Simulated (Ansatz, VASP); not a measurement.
# Ta: VASP beside Ansatz

File INCAR:

```
SYSTEM = Ta
ALGO     = Normal         ! electronic algorithm
EDIFF    = 1E-6           ! SCF threshold, eV
ENCUT    = 520            ! plane-wave cutoff, eV
GGA      = PE             ! functional
ISIF     = 2              ! what is computed and relaxed
ISMEAR   = -1             ! smearing method
LASPH    = .TRUE.         ! aspherical terms in the spheres
LCHARG   = .FALSE.        ! write CHGCAR
LREAL    = .FALSE.        ! projectors in reciprocal space
LWAVE    = .FALSE.        ! write WAVECAR
NBANDS   = 12             ! bands
NELM     = 100            ! most SCF steps
PREC     = Accurate       ! precision mode
SIGMA    = 0.08           ! smearing width, eV
```

The input KPOINTS:

```
k-points
0
G
  17 17 17
  0 0 0
```

POSCAR

```
Ta
1.0
   -1.6677928000      1.6512800000      1.6512800000
    1.6512800000     -1.6677928000      1.6512800000
    1.6512800000      1.6512800000     -1.6677928000
Ta
1
Direct
    0.0000000000      0.0000000000      0.0000000000
```

Input for Ansatz:

```yaml
crystal:
  lattice:
    - [-1.6677928, 1.65128, 1.65128]
    - [1.65128, -1.6677928, 1.65128]
    - [1.65128, 1.65128, -1.6677928]
  atoms:
    - { symbol: Ta, position: [0.0, 0.0, 0.0] }
kpoints:
  mp_grid: { grid: [17, 17, 17] }
  band_path:
    path:
      - [0.0, 0.0, 0.0]
      - [0.0, 0.0, 0.5]
      - [-0.5, 0.5, 0.5]
      - [-0.7524689983, 0.2475310017, 0.2475310017]
      - [0.2475310017, 0.2475310017, 0.2475310017]
      - [0.0, 0.0, 0.0]
      - [-0.5, 0.0, 0.5]
    npoints: 5
scf:
  occupations: { method: fermi_dirac, width: 0.08 }
hamiltonian:
  xc: pbe
  pseudopotentials: { kind: all_electron, lapw: { basis_error: 0.0005 } }
output:
  forces: true
  stress: true
  eigenvalues: true
```

Change from the starting cell: equal xy, yz and zx shear strains of -1 %.

Alike in both runs: task single point; functional PBE; k mesh 17 × 17 × 17; occupations fermi-dirac, width 0.08 eV; no spin polarisation.

|  | VASP | Ansatz |
| --- | --- | --- |
| version | VASP 6.6.1 | Ansatz 0.2.0 |
| potentials or method | VASP PAW PBE potentials, release 64 (Ta_pv), cutoff 520 eV | all-electron LAPW, scalar-relativistic |

VASP gave:

| Quantity | Value |
| --- | --- |
| pressure (GPa) | 3.3 |
| traceless stress, the component that is largest in VASP (GPa) | 0.79 |

Problem. Estimate Ansatz's values.

Solution. Pressure (GPa): 3.1; traceless stress, the component that is largest in VASP (GPa): 0.78.

Ansatz ran all-electron here, and VASP with PAW potentials.

Neither program's run includes spin-orbit coupling.
